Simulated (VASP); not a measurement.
Set up this calculation in VASP 6.6.1, as the native input.

```yaml
Task: single point
Functional: PBE
Potentials_or_basis: VASP PAW PBE potentials, release 64 (B, As)
Cutoff: 520 eV
k_mesh: 15 × 15 × 6
Occupations: gaussian, width 0.01 eV
Spin: no spin polarisation
Dipole_correction: no
Further_INCAR_settings: ALGO = Normal; EDIFF = 1e-06; NBANDS = 16
```

The structure of BAs lies in POSCAR:

```
BAs
1.0
    2.8754509255      0.0000000000      0.0000000000
   -1.4377254628      2.4902135488      0.0000000000
    0.0000000000      0.0000000000      8.1233015122
B As
2 2
Direct
    0.3333333333      0.6666666667      0.2500000000
    0.6666666667      0.3333333333      0.7500000000
    0.3333333333      0.6666666667      0.7500000000
    0.6666666667      0.3333333333      0.2500000000
```

This cell differs from its parent crystal: N replaced by As, lengths x 1.186, strained.

The input as run:

INCAR

```
SYSTEM = BAs
PREC = Accurate
ENCUT = 520
EDIFF = 1E-6
ISMEAR = 0
SIGMA = 0.01
LREAL = .FALSE.
LASPH = .TRUE.
NELM = 60
ALGO = Normal
ISIF = 2
LWAVE = .FALSE.
LCHARG = .TRUE.
GGA = PE
LELF = .TRUE.
LVHAR = .TRUE.
NBANDS = 16
```

KPOINTS

```
Automatic mesh
0
G
  15 15 6
  0 0 0
```

Potentials or basis: VASP PAW PBE potentials, release 64 (B, As).

The run is started by

```sh
$ cat potpaw_PBE.64/B/POTCAR potpaw_PBE.64/As/POTCAR > POTCAR
$ mpirun -np 1 vasp_std > vasp.out
```

Results of the run:

```yaml
Pressure: 96.3 GPa
Band_gap_on_the_k_mesh: 0.10 eV
```

Caveat: the cell differs from its parent crystal (N replaced by As, lengths x 1.186, strained); the cell stands under pressure; an odd mesh through Γ misses points on the zone boundary, where band edges can lie; this functional lacks dispersion, which binds the layers, so the pressure and a relaxed spacing across them are unreliable.

It took 2.2 min on 1 thread of Intel Xeon 8259CL, with other jobs on the host, peak memory 0.24 GiB.
